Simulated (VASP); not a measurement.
Here is a VASP 6.6.1 calculation.

Contents of INCAR:

```
SYSTEM = LiSnF3
PREC = Accurate
ENCUT = 600
EDIFF = 1E-6
ISMEAR = 0
SIGMA = 0.02
LREAL = .FALSE.
LASPH = .TRUE.
NELM = 80
ALGO = Normal
ISIF = 3
LWAVE = .FALSE.
LCHARG = .FALSE.
GGA = PE
IBRION = 2
NSW = 100
EDIFFG = -0.01
```

File KPOINTS:

```
regular mesh
0
G
  6 6 6
  0 0 0
```

File POSCAR:

```
LiSnF3
1.0
    4.6750122820      0.0000000000      0.0000000000
    0.0000000000      4.6750122820      0.0000000000
    0.0000000000      0.0000000000      4.6750122820
Li Sn F
1 1 3
Direct
    0.5000000000      0.5000000000      0.5000000000
    0.0000000000      0.0000000000      0.0000000000
    0.0000000000      0.0000000000      0.5000000000
    0.0000000000      0.5000000000      0.0000000000
    0.5000000000      0.0000000000      0.0000000000
```

Potentials or basis: VASP PAW PBE potentials, release 64 (Li_sv, Sn_d, F).

Command:

```bash
$ cat potpaw_PBE.64/Li_sv/POTCAR potpaw_PBE.64/Sn_d/POTCAR potpaw_PBE.64/F/POTCAR > POTCAR
$ mpirun -np 1 vasp_std > vasp.out
```

Problem. Predict the space group after relaxing (to 0.05 Å).

Solution. Pm-3m (No. 221).

Problem. Estimate the relaxed cell.

Solution. a = 4.669 Å, b = 4.669 Å, c = 4.669 Å, α = 90.00°, β = 90.00°, γ = 90.00°.

Problem. What does it give for the band gap on the k mesh?

Solution. 0.90 eV, indirect (least direct gap 1.94 eV).

Problem. Estimate the relaxed volume.

Solution. 20.36 Å³/atom.

Step by step:
```
step  energy change (eV)  largest force (eV/Å)  pressure (GPa)  volume (Å³)
   1              0.0000                0.0000           -0.20       102.18
   2             -0.0003                0.0000           -0.05       101.80
```

Caveat: the cutoff is under 1.25 times the usual one of these potentials, so pressure, stress and relaxed cells hold a basis-set (Pulay) error; spin-orbit coupling is left out, which moves the levels of the heavy elements. A k mesh can miss the band edges.
